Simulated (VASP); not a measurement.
# LiNb16 (a cell with a defect) in VASP: notebook

The runs below take LiNb16 (a cell with a defect) through single point, with PBE.

Everything below comes from runs of VASP 6.6.1. Logs are shortened: lines on timing, memory, paths and dates and some standing lists are left out, and cuts for length are marked.

### Step 1. The cell of the first run

The cell holds a defect, 17 atoms: a = 6.600 Å, b = 6.600 Å, c = 6.600 Å, α = 90.00°, β = 90.00°, γ = 90.00°.

### Step 2. Single point, PBE

INCAR

```
  PREC = Accurate
  ENCUT = 520
  EDIFF = 1E-6
  ISMEAR = -1
  SIGMA = 0.15
  LREAL = Auto
  LASPH = T
  NELM = 60
  ALGO = Normal
  ISIF = 2
  LWAVE = F
  LCHARG = F
  GGA = PE
  NBANDS = 120
```

KPOINTS

```
regular mesh
0
Gamma
  2 2 2
```

POSCAR

```
LiNb16
1.0
    6.6000000000      0.0000000000      0.0000000000
    0.0000000000      6.6000000000      0.0000000000
    0.0000000000      0.0000000000      6.6000000000
Nb Li
16 1
Direct
    0.0107424242     -0.0139848485     -0.0519545455
    0.4367121212      0.0068030303      0.0242121212
   -0.0355303030      0.4834848485     -0.0655757576
    0.0235757576      0.0094242424      0.4892424242
    0.1928939394      0.2566666667      0.2557727273
    0.4707272727      0.4450909091      0.0292575758
    0.4978181818     -0.0202727273      0.4606060606
    0.7883636364      0.3452727273      0.2601969697
    0.0286666667      0.5569090909      0.5489242424
    0.2329393939      0.6988181818      0.2102272727
    0.2646363636      0.2378939394      0.7589848485
    0.5127878788      0.5080909091      0.5578181818
    0.7704696970      0.7185909091      0.2759090909
    0.7437121212      0.2414242424      0.7176969697
    0.3127878788      0.7383484848      0.7669090909
    0.7514242424      0.7992272727      0.7554696970
    0.7713484848      0.0865303030      0.0887424242
```

Potentials or basis: VASP PAW PBE potentials, release 64 (Nb_sv, Li_sv).

Started as:

```bash
cat potpaw_PBE.64/Nb_sv/POTCAR potpaw_PBE.64/Li_sv/POTCAR > POTCAR
mpirun -np 1 vasp_std > vasp.out
```

OUTCAR:

```text
PREC = Accurate
   ENCUT = 520
   EDIFF = 1E-6
   ISMEAR = -1
   LREAL = Auto
   LASPH = T
   NELM = 60
   ISIF = 2
   GGA = PE

 ion  position               nearest neighbor table
   1  0.011  0.986  0.948-  17 1.95  16 2.46  11 2.67  15 2.84   2 2.86  14 2.87  10 2.96   5 2.96
                             4 3.03
   2  0.437  0.007  0.024-  17 2.31  11 2.58  15 2.59  10 2.73   5 2.76   1 2.86   6 2.90   7 2.91

   3  0.964  0.483  0.934-  14 2.59   8 2.61   9 2.62  16 2.78  11 2.81  10 2.91   5 3.00  13 3.02

   4  0.024  0.009  0.489-   5 2.51  11 2.82  14 2.83  16 2.87  13 2.91   9 3.01   1 3.03
   5  0.193  0.257  0.256-   4 2.51   6 2.67   8 2.73   2 2.76  10 2.95   1 2.96   9 2.97   3 3.00
                             7 3.04
   6  0.471  0.445  0.029-  10 2.59  11 2.63   5 2.67   8 2.67  15 2.80   2 2.90  14 3.05
   7  0.498  0.980  0.461-  13 2.77  16 2.83  15 2.85   2 2.91  14 2.91  11 3.02   5 3.04  10 3.04

   8  0.788  0.345  0.260-  17 2.05  13 2.47   3 2.61   6 2.67   5 2.73   9 2.85  12 2.88
   9  0.029  0.557  0.549-   3 2.62  15 2.65  13 2.70  10 2.77  16 2.79   8 2.85  11 2.96   5 2.97
                             4 3.01  14 3.02
  10  0.233  0.699  0.210-   6 2.59   2 2.73   9 2.77   3 2.91   5 2.95   1 2.96  15 2.98   7 3.04

  11  0.265  0.238  0.759-   2 2.58   6 2.63   1 2.67  12 2.76   3 2.81   4 2.82   9 2.96   7 3.02

  12  0.513  0.508  0.558-  15 2.44  14 2.56  11 2.76  16 2.81  13 2.88   8 2.88
  13  0.770  0.719  0.276-   8 2.47   9 2.70  17 2.72   7 2.77  12 2.88   4 2.91   3 3.02
  14  0.744  0.241  0.718-  12 2.56   3 2.59  17 2.66   4 2.83   1 2.87   7 2.91  16 2.93   9 3.02
                             6 3.05
  15  0.313  0.738  0.767-  12 2.44   2 2.59   9 2.65   6 2.80   1 2.84   7 2.85  16 2.92  10 2.98

  16  0.751  0.799  0.755-   1 2.46   3 2.78   9 2.79  12 2.81   7 2.83   4 2.87  15 2.92  14 2.93

  17  0.771  0.087  0.089-   1 1.95   8 2.05   2 2.31  14 2.66  13 2.72

  LATTYP: Found a simple cubic cell.
 ALAT       =     6.6000000000

  Lattice vectors:

 A1 = (   6.6000000000,   0.0000000000,   0.0000000000)
 A2 = (   0.0000000000,   6.6000000000,   0.0000000000)
 A3 = (   0.0000000000,   0.0000000000,   6.6000000000)

Analysis of symmetry for initial positions (statically):
=====================================================================
 Subroutine PRICEL returns:
 Original cell was already a primitive cell.

 Routine SETGRP: Setting up the symmetry group for a
 simple cubic supercell.

 Subroutine GETGRP returns: Found  1 space group operations
 (whereof  1 operations were pure point group operations)
 out of a pool of 48 trial point group operations.

The static configuration has the point symmetry C_1 .

Analysis of symmetry for dynamics (positions and initial velocities):
=====================================================================
 Subroutine PRICEL returns:
 Original cell was already a primitive cell.

 Routine SETGRP: Setting up the symmetry group for a
 simple cubic supercell.

 Subroutine GETGRP returns: Found  1 space group operations
 (whereof  1 operations were pure point group operations)
 out of a pool of 48 trial point group operations.

The dynamic configuration has the point symmetry C_1 .

 Subroutine INISYM returns: Found  1 space group operations
 (whereof  1 operations are pure point group operations),
 and found     1 'primitive' translations

----------------------------------------------------------------------------------------

                                     Primitive cell

  volume of cell :     287.4960

  direct lattice vectors                    reciprocal lattice vectors
     6.600000000  0.000000000  0.000000000     0.151515152  0.000000000  0.000000000
     0.000000000  6.600000000  0.000000000     0.000000000  0.151515152  0.000000000
     0.000000000  0.000000000  6.600000000     0.000000000  0.000000000  0.151515152

  length of vectors
     6.600000000  6.600000000  6.600000000     0.151515152  0.151515152  0.151515152

  position of ions in fractional coordinates (direct lattice)
     0.010742424  0.986015151  0.948045454
     0.436712121  0.006803030  0.024212121
     0.964469697  0.483484848  0.934424242
     0.023575758  0.009424242  0.489242424
     0.192893939  0.256666667  0.255772727
     0.470727273  0.445090909  0.029257576
[... 9 lines left out ...]
     0.751424242  0.799227273  0.755469697
     0.771348485  0.086530303  0.088742424

  ion indices of the primitive-cell ions
   primitive index   ion index
                 1           1
                 2           2
                 3           3
                 4           4
                 5           5
                 6           6
[... 9 lines left out ...]
                16          16
                17          17

----------------------------------------------------------------------------------------

 KPOINTS: regular mesh

Automatic generation of k-mesh.
 Grid dimensions read from file:
 generate k-points for:    2    2    2

 Generating k-lattice:

  Cartesian coordinates                     Fractional coordinates (reciprocal lattice)
     0.075757576  0.000000000  0.000000000     0.500000000  0.000000000  0.000000000
     0.000000000  0.075757576  0.000000000     0.000000000  0.500000000  0.000000000
     0.000000000  0.000000000  0.075757576     0.000000000  0.000000000  0.500000000

  Length of vectors
     0.075757576  0.075757576  0.075757576

  Shift w.r.t. Gamma in fractional coordinates (k-lattice)
     0.000000000  0.000000000  0.000000000

 Subroutine IBZKPT returns following result:
 ===========================================

 Found      8 irreducible k-points:

 Following reciprocal coordinates:
            Coordinates               Weight
  0.000000  0.000000  0.000000      1.000000
  0.500000  0.000000  0.000000      1.000000
  0.000000  0.500000  0.000000      1.000000
  0.000000  0.000000  0.500000      1.000000
  0.500000  0.500000  0.000000      1.000000
  0.000000  0.500000  0.500000      1.000000
  0.500000  0.000000  0.500000      1.000000
  0.500000  0.500000  0.500000      1.000000
   k-points           NKPTS =      8   k-points in BZ     NKDIM =      8   number of bands    NBANDS=    120
   number of dos      NEDOS =    301   number of ions     NIONS =     17
   total plane-waves  NPLWV = 125000
   dimension x,y,z NGX =    50 NGY =   50 NGZ =   50
   dimension x,y,z NGXF=   100 NGYF=  100 NGZF=  100
   ions per type =              16   1
   NGX,Y,Z   is equivalent  to a cutoff of  12.59, 12.59, 12.59 a.u.
   NGXF,Y,Z  is equivalent  to a cutoff of  25.19, 25.19, 25.19 a.u.
 SYSTEM =  unknown system
   PREC   = accura    normal or accurate (medium, high low for compatibility)
   ISTART =      0    job   : 0-new  1-cont  2-samecut
   ICHARG =      2    charge: 1-file 2-atom 10-const
   ISPIN  =      1    spin polarized calculation?
   LNONCOLLINEAR =      F non collinear calculations
   LSORBIT =      F    spin-orbit coupling
   LASPH  =      T    aspherical Exc in radial PAW
   ENCUT  =  520.0 eV  38.22 Ry    6.18 a.u.  12.27 12.27 12.27*2*pi/ulx,y,z
   NELM   =     60;   NELMIN=  2; NELMDL= -5     # of ELM steps
   EDIFF  = 0.1E-05   stopping-criterion for ELM
   LREAL  =      T    real-space projection
   EDIFFG = 0.1E-04   stopping-criterion for IOM
   NSW    =      0    number of steps for IOM
   IBRION =     -1    ionic relax: 0-MD 1-quasi-New 2-CG
   NFREE  =      0    steps in history (QN), initial steepest desc. (CG)
   ISIF   =      2    stress and relaxation
   ISYM   =      2    0-nonsym 1-usesym 2-fastsym
   POTIM  = 0.5000    time-step for ionic-motion
   TEBEG  =    0.0;   TEEND  =   0.0 temperature during run
   PSTRESS=    0.0 pullay stress
   NELECT =     211.0000    total number of electrons
   NUPDOWN=      -1.0000    fix difference up-down
   EMIN   =  10.00;   EMAX   =-10.00  energy-range for DOS
   EFERMI =   0.00;   METHOD = LEGACY
   ISMEAR =    -1;   SIGMA  =   0.15  broadening in eV -4-tet -1-fermi 0-gaus
   EFERMI_NEDOS =   21; number of points for ismear=-14 and -15
   IALGO  =     38    algorithm
   IMIX   =      4    mixing-type and parameters
     AMIX     =   0.40;   BMIX     =  1.00
     AMIX_MAG =   1.60;   BMIX_MAG =  1.00
  volume/ion in A,a.u.               =      16.91       114.12
  Fermi-wavevector in a.u.,A,eV,Ry     =   1.476698  2.790555 29.669371  2.180637
  Thomas-Fermi vector in A             =   2.591193
   LORBIT       =      0    0 simple, 1 ext, 2 COOP (PROOUT), +10 PAW based schemes
   GGA     = PE    functional components
   LHFCALC =     F    Hartree Fock is set to
   AEXX    =    0.0000 exact exchange contribution
   IVDW    =     0    specifies the selected vdW correction
   LEPSILON=     F    determine dielectric tensor
   LRPA    =     F    only Hartree local field effects (RPA)
 non-spin polarized calculation
  energy-cutoff  :      520.00
  volume of cell :      287.50
 maximum number of plane-waves:      7809
 NGX is ok and might be reduce to    50
   NGX = 25   NGY = 25   NGZ = 25

 number of electron     211.0000000 magnetization

 Free energy of the ion-electron system (eV)
  ---------------------------------------------------
  ext. energy  EPLUGINS =         0.00000000
  ---------------------------------------------------
  free energy    TOTEN  =      -156.63519055 eV

  energy without entropy =     -155.39581685  energy(sigma->0) =     -156.01550370

 E-fermi :  11.6236     XC(G=0): -12.5261

 val. band max:       11.6213311142   @ k =   0.5000   0.5000   0.5000
 cond. band min:      11.6276381065   @ k =   0.0000   0.0000   0.0000
 fundamental gap:      0.0063069924
 Fermi energy:        11.6235558759

 k-point     1 :       0.0000    0.0000    0.0000
  band No.  band energies     occupation
      1     -43.0513      2.00000
      2     -42.9448      2.00000
      3     -42.8671      2.00000
      4     -42.8455      2.00000
      5     -42.8140      2.00000
      6     -42.7750      2.00000
[... 109 lines left out ...]
    116      13.3815      0.00002
    117      13.4129      0.00001
[... 838 lines left out ...]
    116      12.8854      0.00044
    117      13.1326      0.00009
 [bands above 117 left out]

------------------------ aborting loop because EDIFF is reached ----------------------------------------

  FORCE on cell =-STRESS in cart. coord.  units (eV):
  Direction    XX          YY          ZZ          XY          YZ          ZX
  --------------------------------------------------------------------------------------
  -------------------------------------------------------------------------------------
  Total       32.1298650     29.5703927     26.4265894     -3.7215603      2.4563393     -3.3295811
  in kB      179.0555045    164.7919028    147.2719011    -20.7397652     13.6888552    -18.5553168
  external PRESSURE =     163.7064361 kB  Pullay stress =       0.0000000 kB

 VOLUME and BASIS-vectors are now :
 -----------------------------------------------------------------------------
  energy-cutoff  :      520.00
  volume of cell :      287.50
      direct lattice vectors                 reciprocal lattice vectors
     6.600000000  0.000000000  0.000000000     0.151515152  0.000000000  0.000000000
     0.000000000  6.600000000  0.000000000     0.000000000  0.151515152  0.000000000
     0.000000000  0.000000000  6.600000000     0.000000000  0.000000000  0.151515152

 POSITION                                       TOTAL-FORCE (eV/Angst)
 -----------------------------------------------------------------------------------
      0.07090      6.50770      6.25710         2.849199     -0.836612      0.018490
      2.88230      0.04490      0.15980         1.108452     -0.802421      0.259508
      6.36550      3.19100      6.16720         1.005411      0.654224      1.246881
      0.15560      0.06220      3.22900        -0.475459     -0.832282     -0.791734
      1.27310      1.69400      1.68810         1.355631     -0.093784      0.284180
      3.10680      2.93760      0.19310         1.667074      0.919028     -0.857936
[... 9 lines left out ...]
      4.95940      5.27490      4.98610        -1.302296     -1.046758      0.111339
      5.09090      0.57110      0.58570        -1.901292     -0.745450      1.085590
 -----------------------------------------------------------------------------------
    total drift:                               -0.001691     -0.003028      0.003543

  FREE ENERGIE OF THE ION-ELECTRON SYSTEM (eV)
  ---------------------------------------------------
  free  energy   TOTEN  =      -156.6351905534 eV

  energy  without entropy=     -155.3958168510  energy(sigma->0) =     -156.01550370
```

It took 9.8 min on 1 thread of Intel Xeon Platinum 8488C (Sapphire Rapids), shared host; peak memory 0.45 GiB.

What came out:

* Free energy: -156.6352 eV
* Largest force: 2.970 eV/Å
* Band gap on the k mesh: zero (an odd number of electrons rules out a gap without spin polarisation)

Forces on the atoms (eV/Å):
```
Nb   2.849 -0.837  0.018
Nb   1.108 -0.802  0.260
Nb   1.005  0.654  1.247
Nb  -0.475 -0.832 -0.792
Nb   1.356 -0.094  0.284
Nb   1.667  0.919 -0.858
Nb   0.542  0.863  0.193
Nb  -0.522  0.014  2.619
Nb   0.147 -1.283 -0.256
Nb  -0.358  1.081  2.013
Nb  -0.836 -0.199 -1.962
Nb  -0.012 -0.287 -2.530
Nb  -0.987  2.111 -1.316
Nb  -0.226 -0.765  0.508
Nb  -2.056  1.247 -0.625
Nb  -1.302 -1.047  0.111
Li  -1.901 -0.745  1.086
```

Caveat: the k points lie up to 0.48 Å⁻¹ apart, too coarse for converged energies and pressures of a metal; the cutoff is under 1.25 times the usual one of these potentials, so pressure, stress and relaxed cells hold a basis-set (Pulay) error.

### Step 3. Single point, PBE

INCAR

```
PREC = Accurate ; ENCUT = 520
EDIFF = 1E-7 ; ISMEAR = -1
SIGMA = 0.15 ; LREAL = Auto
LASPH = True ; NELM = 80
ALGO = Normal ; ISIF = 2
LWAVE = False ; LCHARG = False
GGA = PE ; NBANDS = 120
```

KPOINTS

```
Automatic mesh
0
Gamma
  2 2 2
```

POSCAR

```
LiNb16
1.0
    6.6000000000      0.0000000000      0.0000000000
    0.0000000000      6.6000000000      0.0000000000
    0.0000000000      0.0000000000      6.6000000000
Nb Li
16 1
Direct
   -0.0117424242      0.0133333333     -0.0100454545
    0.4877272727     -0.0366969697     -0.0399393939
    0.0099848485      0.5408030303      0.0292727273
   -0.0245757576     -0.0200303030      0.5230000000
    0.2677424242      0.2144090909      0.2248181818
    0.5357575758      0.4993030303     -0.0144242424
    0.4805454545      0.0016515152      0.5128030303
    0.8337424242      0.3563030303      0.2817424242
    0.0298636364      0.4790303030      0.5407727273
    0.2442121212      0.7574848485      0.2974393939
    0.2643636364      0.2294545455      0.7254393939
    0.4662424242      0.4664393939      0.4494696970
    0.7259696970      0.7702121212      0.2275303030
    0.7395454545      0.2451212121      0.7440606061
    0.2438181818      0.7439545455      0.7489545455
    0.7223333333      0.7420454545      0.7468787879
    0.6001818182      0.2067424242      0.1687727273
```

Potentials or basis: VASP PAW PBE potentials, release 64 (Nb_sv, Li_sv).

Started as:

```bash
cat potpaw_PBE.64/Nb_sv/POTCAR potpaw_PBE.64/Li_sv/POTCAR > POTCAR
mpirun -np 1 vasp_std > vasp.out
```

Wall time 10 min (1 thread of Intel Xeon Platinum 8488C (Sapphire Rapids), shared host); peak memory 0.46 GiB.

Results (log left out):

```
Free energy            : -157.7402 eV
Largest force          : 3.574 eV/Å
Band gap on the k mesh : zero (an odd number of electrons rules out a gap without spin polarisation)
```

Forces in eV/Å, atoms in the order of the input:
```
Nb   0.013 -0.369  0.842
Nb  -0.614  0.588  0.547
Nb   1.621 -0.575 -2.765
Nb   0.458  1.158 -1.071
Nb  -3.365  1.034  0.620
Nb  -2.402  0.715 -0.409
Nb   1.060 -1.149 -2.078
Nb  -0.029 -2.270  0.349
Nb  -0.126  1.842  0.698
Nb  -0.322  0.312 -2.661
Nb  -1.022  0.353  2.354
Nb   1.761  1.180  2.092
Nb   0.730  0.641  1.625
Nb   0.843  0.181  0.113
Nb  -0.649 -0.866  0.816
Nb   1.595 -0.369 -0.774
Li   0.447 -2.406 -0.299
```

Levels at points of the mesh, in eV from the Fermi level:
```tsv
k point	band 103	band 104	band 105	band 106	band 107	band 108
(0.00, 0.00, 0.00)	0.08	0.21	0.29	0.41	0.50	0.64
(0.50, 0.00, 0.00)	-0.30	-0.12	0.12	0.34	0.35	0.39
(0.00, 0.50, 0.00)	-0.09	0.02	0.08	0.11	0.23	0.38
(0.00, 0.00, 0.50)	-0.15	0.01	0.13	0.19	0.30	0.35
(0.50, 0.50, 0.00)	-0.53	-0.38	-0.32	-0.17	0.04	0.07
(0.00, 0.50, 0.50)	-0.45	-0.31	-0.27	-0.09	-0.02	0.09
(0.50, 0.00, 0.50)	-0.48	-0.35	-0.30	-0.15	-0.05	0.13
(0.50, 0.50, 0.50)	-0.95	-0.90	-0.75	-0.65	-0.57	-0.52
```

Caveat: the k points lie up to 0.48 Å⁻¹ apart, too coarse for converged energies and pressures of a metal; the cutoff is under 1.25 times the usual one of these potentials, so pressure, stress and relaxed cells hold a basis-set (Pulay) error.

The gap in the log of VASP goes by the Fermi energy; the results here count the filled bands.